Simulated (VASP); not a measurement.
Crystal: WS.

```
W S
1.0
     3.00789    0.00000    0.00000
     0.00000    3.00789    0.00000
     0.00000    0.00000    3.00789
W S
1 1
Direct
  0.50000 0.50000 0.50000
  0.00000 0.00000 0.00000
```

```yaml
Program: VASP 6.6.1
Task: relaxation of cell and atoms
Functional: PBEsol
Dispersion: D3(BJ)
Potentials_or_basis: VASP PAW PBE potentials, release 64 (W_sv, S)
Cutoff: 600 eV
k_mesh: 9 × 9 × 9
Occupations: fermi-dirac, width 0.05 eV
Spin: no spin polarisation
```

At the start: pressure -14.0 GPa; volume 13.61 Å³/atom.

Where does the relaxation end?

Over 7 steps the energy falls by 33.4 meV/atom and the volume is 12.88 Å³/atom (-5.3 %); space group Pm-3m (No. 221, to 0.1 Å) before and after.

The path:
| step | energy change (eV) | largest force (eV/Å) | pressure (GPa) | volume (Å³) |
| --- | --- | --- | --- | --- |
| 1 | 0.0000 | 0.0000 | -13.96 | 27.21 |
| 2 | 0.3143 | 0.0000 | 46.29 | 22.81 |
| 3 | -0.0667 | 0.0000 | -0.63 | 25.82 |
| 4 | -0.0668 | 0.0000 | -0.16 | 25.77 |
| 5 | -0.0668 | 0.0000 | 0.15 | 25.74 |
| 6 | -0.0668 | 0.0000 | -0.27 | 25.78 |
| 7 | -0.0668 | 0.0000 | -0.01 | 25.76 |

Final structure:
```
CELL_PARAMETERS angstrom
2.95327 0.00000 0.00000
0.00000 2.95327 0.00000
0.00000 0.00000 2.95327
ATOMIC_POSITIONS crystal
W 0.50000 0.50000 0.50000
S 0.00000 0.00000 0.00000
```

Caveat: the PAW data sets were made with another functional, which shifts forces and pressure a little.
